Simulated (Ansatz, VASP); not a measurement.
# GaN: VASP beside Ansatz

```xyz
4
Lattice="3.2186 0.0000 0.0000 -1.6093 2.7874 0.0000 0.0000 0.0000 5.2435" Properties=species:S:1:pos:R:3 pbc="T T T"
Ga    1.6093    0.9291    2.6172
Ga    0.0000    1.8583    5.2390
N     1.6093    0.9291    4.5926
N     0.0000    1.8583    1.9709
```

Alike in both runs: functional PBE; k mesh 10 × 10 × 6; no spin polarisation.

Ansatz relaxed the structure, and its values are those at the end. VASP's run is a single point on that final structure, the one shown.

|  | VASP | Ansatz |
| --- | --- | --- |
| version | VASP 6.6.1 | Ansatz 0.2.0 |
| potentials or method | VASP PAW PBE potentials, release 64 (Ga_d, N), cutoff 520 eV | plane-wave PAW DFT |
| occupations | gaussian, width 0.01 eV | fixed |
| valence electrons in the cell | 36 | 36 |

Ansatz gave:

| Item | Value |
| --- | --- |
| pressure (GPa) | 0.0 |

Problem. Which values does VASP return?

Solution. Pressure (GPa): 0.1.
